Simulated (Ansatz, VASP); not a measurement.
Cu in VASP and in Ansatz

Contents of INCAR:

```
SYSTEM = Cu
PREC = Accurate
ENCUT = 820
EDIFF = 1E-6
ISMEAR = 1
SIGMA = 0.01
LREAL = .FALSE.
LASPH = .TRUE.
NELM = 120
ALGO = Normal
ISIF = 2
LWAVE = .FALSE.
LCHARG = .FALSE.
NBANDS = 16
GGA_COMPAT = .FALSE.
```

Contents of KPOINTS:

```
Automatic mesh
0
G
  10 10 10
  0 0 0
```

File POSCAR:

```
Cu
1.0
   -1.4427900000      1.4427900000      1.3760800000
    1.4427900000     -1.4427900000      1.3760800000
    1.4427900000      1.4427900000     -1.3760800000
Cu
1
Direct
    0.0000000000      0.0000000000      0.0000000000
```

Input for Ansatz:

```yaml
crystal:
  lattice:
    - [-1.44279, 1.44279, 1.37608]
    - [1.44279, -1.44279, 1.37608]
    - [1.44279, 1.44279, -1.37608]
  atoms:
    - { symbol: Cu, position: [0.0, 0.0, 0.0] }
basis:
  ecutwfc: 540.0
  xc_grid: 2
kpoints:
  mp_grid:
    grid: [10, 10, 10]
hamiltonian:
  xc: lda
scf:
  convergence:
    dr2_threshold: 1.0e-09
  occupations:
    method: methfessel_paxton
    width: 0.01
  eigensolver:
    kind: auto
    full_accuracy: true
output:
  forces: true
  stress: true
```

Alike in both runs: task single point; functional LDA; k mesh 10 × 10 × 10; occupations methfessel-paxton of order 1, width 0.01 eV; no spin polarisation.

```csv
,VASP,Ansatz
version,VASP 6.6.1,Ansatz 0.2.0
potentials or method,"VASP PAW LDA potentials, release 64 (Cu_sv_GW), cutoff 820 eV","plane waves, PAW"
valence electrons in the cell,19,19
```

|  | VASP | Ansatz | Ansatz less VASP |
| --- | --- | --- | --- |
| pressure (GPa) | -9.2 | -8.1 | +1.15 |
| traceless stress, the component that is largest in VASP (GPa) | -0.65 | -0.63 | +0.021 |

LDA's correlation is that of Perdew and Zunger in VASP and of Perdew and Wang (1992) in Ansatz. Ansatz's warnings: stress scf threshold loose.
